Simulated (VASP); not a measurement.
# RuC216 (a cell with a defect) in VASP: single point with PBE

Aim: the single point of RuC216 (a cell with a defect) with PBE.

Everything below comes from runs of VASP 6.6.1. Logs are shortened: lines on timing, memory, paths and dates and some standing lists are left out, and cuts for length are marked.

### Step 1. The cell of the first run

The cell holds a defect, 217 atoms: a = 10.715 Å, b = 10.715 Å, c = 10.715 Å, α = 90.00°, β = 90.00°, γ = 90.00°.

### Step 2. Single point, PBE

INCAR

```
SYSTEM = RuC216
PREC = Accurate
ENCUT = 520
EDIFF = 1E-6
ISMEAR = -1
SIGMA = 0.01
LREAL = Auto
LASPH = .TRUE.
NELM = 120
ALGO = Normal
ISIF = 2
LWAVE = .FALSE.
LCHARG = .FALSE.
GGA = PE
NELECT = 876.0
NBANDS = 553
GGA_COMPAT = .FALSE.
NCORE = 4
```

KPOINTS

```
Automatic mesh
0
G
  1 1 1
  0 0 0
```

POSCAR

```
RuC216
1.0
   10.7148655996      0.0000000000      0.0000000000
    0.0000000000     10.7148655996      0.0000000000
    0.0000000000      0.0000000000     10.7148655996
C Ru
216 1
Direct
    0.0003500745      0.0005078298     -0.0007962823
    0.0007029172      0.1657191605      0.1660461742
    0.1677477330      0.0008695477      0.1659039751
    0.1670292250      0.1664895261     -0.0003529631
    0.0839735306      0.0832834788      0.0825998246
    0.0847995348      0.2479812581      0.2488535611
[... 209 lines left out ...]
    0.9161299451      0.9173760286      0.7516978759
    0.8468328337      0.5086241213      0.4868666702
```

Potentials or basis: VASP PAW PBE potentials, release 64 (C, Ru_pv).

Started as:

```bash
$ cat potpaw_PBE.64/C/POTCAR potpaw_PBE.64/Ru_pv/POTCAR > POTCAR
$ mpirun -np 4 vasp_gam > vasp.out
```

OUTCAR:

```text
SYSTEM = RuC216
   PREC = Accurate
   ENCUT = 520
   EDIFF = 1E-6
   ISMEAR = -1
   LREAL = Auto
   LASPH = .TRUE.
   NELM = 120
   ISIF = 2
   GGA = PE
   NELECT = 876.0

 ion  position               nearest neighbor table
   1  0.000  0.001  0.999- 200 1.53 167 1.54   5 1.55  70 1.55
   2  0.001  0.166  0.166-   5 1.54   6 1.54 152 1.54 151 1.55
   3  0.168  0.001  0.166-  54 1.53   5 1.54   7 1.54  56 1.55
   4  0.167  0.166  1.000-  23 1.54   5 1.54   8 1.55  22 1.55
   5  0.084  0.083  0.083-   2 1.54   4 1.54   3 1.54   1 1.55
   6  0.085  0.248  0.249-  33 1.53  12 1.54   2 1.54  27 1.56
[... 21 lines left out ...]
  28  0.169  0.500  0.998-  47 1.53  29 1.53  46 1.54  32 1.55
  29  0.087  0.416  0.080-  26 1.51  28 1.53  25 1.55  27 1.55
  30  0.092  0.584  0.241-  51 1.50  36 1.56  26 1.56  57 1.62 184 2.01
  31  0.254  0.416  0.247-  36 1.51  98 1.53 105 1.55  27 1.55
  32  0.253  0.584  0.081- 121 1.52  51 1.53  28 1.55  98 1.55
  33  0.002  0.331  0.331-   6 1.53 175 1.54  37 1.54 160 1.59
  34  0.026  0.513  0.470- 184 1.45  37 1.45  38 1.53 217 1.93
  35  0.169  0.331  0.499-  37 1.52  16 1.53  39 1.54  14 1.56
  36  0.174  0.499  0.327-  31 1.51  40 1.55  37 1.56  30 1.56
[... 139 lines left out ...]
 176  0.919  0.584  0.081-  49 1.53 172 1.55  26 1.55 195 1.56
 177  0.665  0.331  0.331- 181 1.45 103 1.54 150 1.54  88 1.59
 178  0.650  0.495  0.503- 111 1.50 112 1.52 181 1.53 182 1.76 217 2.13
 179  0.826  0.317  0.508- 158 1.50 160 1.56 181 1.59 183 1.59 217 2.08
 180  0.863  0.513  0.308- 184 1.45 175 1.45 174 1.53 217 1.93
 181  0.725  0.396  0.433- 177 1.45 178 1.53 179 1.59 217 1.87
 182  0.736  0.598  0.597- 209 1.43 203 1.53 178 1.76 188 1.76 217 1.93
 183  0.900  0.396  0.608-  41 1.45 188 1.53 179 1.59 217 1.87
 184  0.959  0.581  0.374-  57 1.37 180 1.45  34 1.45 217 1.87  30 2.01
 185  0.662  0.331  0.672-  96 1.52 189 1.55 111 1.55 158 1.56
 186  0.663  0.500  0.838- 189 1.52 119 1.53 190 1.55 120 1.55
 187  0.832  0.331  0.837- 166 1.53 191 1.55 168 1.55 189 1.55
 188  0.830  0.495  0.684- 189 1.50 192 1.52 183 1.53 182 1.76 217 2.13
 189  0.743  0.414  0.758- 188 1.50 186 1.52 187 1.55 185 1.55
 190  0.749  0.583  0.919- 193 1.54 172 1.55 211 1.55 186 1.55
 191  0.917  0.416  0.918-  25 1.54 172 1.54 187 1.55  42 1.55
 192  0.917  0.582  0.754- 188 1.52  42 1.53 211 1.55  65 1.57
 193  0.667  0.667  0.001- 190 1.54 104 1.54 197 1.55 143 1.55
 194  0.667  0.833  0.167- 198 1.54 197 1.55 128 1.55 127 1.55
[... 20 lines left out ...]
 215  0.917  0.751  0.917- 211 1.54  66 1.54  49 1.54 196 1.55
 216  0.916  0.917  0.752- 212 1.53  66 1.54 163 1.54  17 1.55
 217  0.847  0.509  0.487- 181 1.87 183 1.87 184 1.87  34 1.93 180 1.93 182 1.93 203 1.93 179 2.08
                           188 2.13 178 2.13

  LATTYP: Found a simple cubic cell.
 ALAT       =    10.7148655996

  Lattice vectors:

 A1 = (  10.7148655996,   0.0000000000,   0.0000000000)
 A2 = (   0.0000000000,  10.7148655996,   0.0000000000)
 A3 = (   0.0000000000,   0.0000000000,  10.7148655996)

Analysis of symmetry for initial positions (statically):
=====================================================================
 Subroutine PRICEL returns:
 Original cell was already a primitive cell.

 Routine SETGRP: Setting up the symmetry group for a
 simple cubic supercell.

 Subroutine GETGRP returns: Found  1 space group operations
 (whereof  1 operations were pure point group operations)
 out of a pool of 48 trial point group operations.

The static configuration has the point symmetry C_1 .

Analysis of symmetry for dynamics (positions and initial velocities):
=====================================================================
 Subroutine PRICEL returns:
 Original cell was already a primitive cell.

 Routine SETGRP: Setting up the symmetry group for a
 simple cubic supercell.

 Subroutine GETGRP returns: Found  1 space group operations
 (whereof  1 operations were pure point group operations)
 out of a pool of 48 trial point group operations.

The dynamic configuration has the point symmetry C_1 .

 Subroutine INISYM returns: Found  1 space group operations
 (whereof  1 operations are pure point group operations),
 and found     1 'primitive' translations

----------------------------------------------------------------------------------------

                                     Primitive cell

  volume of cell :    1230.1560

  direct lattice vectors                    reciprocal lattice vectors
    10.714865600  0.000000000  0.000000000     0.093328282  0.000000000  0.000000000
     0.000000000 10.714865600  0.000000000     0.000000000  0.093328282  0.000000000
     0.000000000  0.000000000 10.714865600     0.000000000  0.000000000  0.093328282

  length of vectors
    10.714865600 10.714865600 10.714865600     0.093328282  0.093328282  0.093328282

  position of ions in fractional coordinates (direct lattice)
     0.000350074  0.000507830  0.999203718
     0.000702917  0.165719160  0.166046174
     0.167747733  0.000869548  0.165903975
     0.167029225  0.166489526  0.999647037
     0.083973531  0.083283479  0.082599825
     0.084799535  0.247981258  0.248853561
[... 126 lines left out ...]
     0.416793957  0.750653562  0.416691509
     0.415374230  0.917112122  0.584040861
   k-points           NKPTS =      1   k-points in BZ     NKDIM =      1   number of bands    NBANDS=    553
   number of dos      NEDOS =    301   number of ions     NIONS =    217
   total plane-waves  NPLWV = 512000
   dimension x,y,z NGX =    80 NGY =   80 NGZ =   80
   dimension x,y,z NGXF=   160 NGYF=  160 NGZF=  160
   ions per type =             216   1
   NGX,Y,Z   is equivalent  to a cutoff of  12.41, 12.41, 12.41 a.u.
   NGXF,Y,Z  is equivalent  to a cutoff of  24.82, 24.82, 24.82 a.u.
 SYSTEM =  RuC216
   PREC   = accura    normal or accurate (medium, high low for compatibility)
   ISTART =      0    job   : 0-new  1-cont  2-samecut
   ICHARG =      2    charge: 1-file 2-atom 10-const
   ISPIN  =      1    spin polarized calculation?
   LNONCOLLINEAR =      F non collinear calculations
   LSORBIT =      F    spin-orbit coupling
   LASPH  =      T    aspherical Exc in radial PAW
   ENCUT  =  520.0 eV  38.22 Ry    6.18 a.u.  19.92 19.92 19.92*2*pi/ulx,y,z
   NELM   =    120;   NELMIN=  2; NELMDL= -5     # of ELM steps
   EDIFF  = 0.1E-05   stopping-criterion for ELM
   LREAL  =      T    real-space projection
   EDIFFG = 0.1E-04   stopping-criterion for IOM
   NSW    =      0    number of steps for IOM
   IBRION =     -1    ionic relax: 0-MD 1-quasi-New 2-CG
   NFREE  =      0    steps in history (QN), initial steepest desc. (CG)
   ISIF   =      2    stress and relaxation
   ISYM   =      2    0-nonsym 1-usesym 2-fastsym
   POTIM  = 0.5000    time-step for ionic-motion
   TEBEG  =    0.0;   TEEND  =   0.0 temperature during run
   PSTRESS=    0.0 pullay stress
   NELECT =     876.0000    total number of electrons
   NUPDOWN=      -1.0000    fix difference up-down
   EMIN   =  10.00;   EMAX   =-10.00  energy-range for DOS
   EFERMI =   0.00;   METHOD = LEGACY
   ISMEAR =    -1;   SIGMA  =   0.01  broadening in eV -4-tet -1-fermi 0-gaus
   EFERMI_NEDOS =   21; number of points for ismear=-14 and -15
   IALGO  =     38    algorithm
   IMIX   =      4    mixing-type and parameters
     AMIX     =   0.40;   BMIX     =  1.00
     AMIX_MAG =   1.60;   BMIX_MAG =  1.00
  volume/ion in A,a.u.               =       5.67        38.26
  Fermi-wavevector in a.u.,A,eV,Ry     =   1.461917  2.762623 29.078401  2.137202
  Thomas-Fermi vector in A             =   2.578192
   LORBIT       =      0    0 simple, 1 ext, 2 COOP (PROOUT), +10 PAW based schemes
   GGA     = PE    functional components
   LHFCALC =     F    Hartree Fock is set to
   AEXX    =    0.0000 exact exchange contribution
   IVDW    =     0    specifies the selected vdW correction
   LEPSILON=     F    determine dielectric tensor
   LRPA    =     F    only Hartree local field effects (RPA)
 non-spin polarized calculation
  energy-cutoff  :      520.00
  volume of cell :     1230.16
 maximum number of plane-waves:     16530
 NGX is ok and might be reduce to    80
   NGX = 39   NGY = 39   NGZ = 39

 number of electron     876.0000002 magnetization

 Free energy of the ion-electron system (eV)
  ---------------------------------------------------
  ext. energy  EPLUGINS =         0.00000000
  ---------------------------------------------------
  free energy    TOTEN  =     -1973.52650016 eV

  energy without entropy =    -1973.52650016  energy(sigma->0) =    -1973.52650016

 E-fermi :  10.2816     XC(G=0): -13.2781

 val. band max:        9.9004621517   @ k =   0.0000   0.0000   0.0000
 cond. band min:      10.7901021685   @ k =   0.0000   0.0000   0.0000
 fundamental gap:      0.8896400168
 Fermi energy:        10.2816038013

 k-point     1 :       0.0000    0.0000    0.0000
  band No.  band energies     occupation
      1     -34.7686      2.00000
      2     -34.6426      2.00000
      3     -34.5714      2.00000
      4     -11.7120      2.00000
      5     -10.8855      2.00000
      6     -10.7014      2.00000
[... 442 lines left out ...]
    449      14.1667      0.00000
    450      14.4496      0.00000
 [bands above 450 left out]

------------------------ aborting loop because EDIFF is reached ----------------------------------------

  FORCE on cell =-STRESS in cart. coord.  units (eV):
  Direction    XX          YY          ZZ          XY          YZ          ZX
  --------------------------------------------------------------------------------------
  -------------------------------------------------------------------------------------
  Total       40.9785108     35.9423420     40.9276466      8.1103647     -8.1187079    -36.5267016
  in kB       53.3711512     46.8119541     53.3049048     10.5630852    -10.5739515    -47.5730346
  external PRESSURE =      51.1626700 kB  Pullay stress =       0.0000000 kB

 VOLUME and BASIS-vectors are now :
 -----------------------------------------------------------------------------
  energy-cutoff  :      520.00
  volume of cell :     1230.16
      direct lattice vectors                 reciprocal lattice vectors
    10.714865600  0.000000000  0.000000000     0.093328282  0.000000000  0.000000000
     0.000000000 10.714865600  0.000000000     0.000000000  0.093328282  0.000000000
     0.000000000  0.000000000 10.714865600     0.000000000  0.000000000  0.093328282

 POSITION                                       TOTAL-FORCE (eV/Angst)
 -----------------------------------------------------------------------------------
      0.00375      0.00544     10.70633         0.004468      0.003178     -0.005443
      0.00753      1.77566      1.77916        -0.001640      0.008031      0.009065
      1.79739      0.00932      1.77764         0.003035      0.003110      0.002504
      1.78970      1.78391     10.71108         0.005130      0.006194      0.000039
      0.89977      0.89237      0.88505         0.001764     -0.000442     -0.004811
      0.90862      2.65709      2.66643         0.001560     -0.001171     -0.003589
[... 209 lines left out ...]
      9.81621      9.82956      8.05434         0.006654      0.002253      0.004609
      9.07370      5.44984      5.21671        -0.029728      0.030506      0.022657
 -----------------------------------------------------------------------------------
    total drift:                               -0.014575      0.061021     -0.071561

  FREE ENERGIE OF THE ION-ELECTRON SYSTEM (eV)
  ---------------------------------------------------
  free  energy   TOTEN  =     -1973.5265001623 eV

  energy  without entropy=    -1973.5265001623  energy(sigma->0) =    -1973.52650016
```

Run time: 7.3 min. Hardware: 4 MPI ranks of AMD EPYC 7R43 (Zen 3), shared host; peak memory 0.37 GiB.

What came out:

```yaml
Free_energy: -1973.5265 eV
Largest_force: 0.048 eV/Å
```

Levels at points of the mesh, in eV from the Fermi level:
| k point | band 435 | band 436 | band 437 | band 438 | band 439 | band 440 | band 441 | band 442 |
| --- | --- | --- | --- | --- | --- | --- | --- | --- |
| (0.00, 0.00, 0.00) | -1.29 | -0.49 | -0.46 | -0.38 | 0.51 | 0.85 | 2.73 | 3.01 |

Caveat: the k points lie up to 0.59 Å⁻¹ apart; the cell carries a net charge on a neutralising background, which shifts energy and pressure; the cell is charged against a uniform background, so pressure and absolute levels hang on convention.
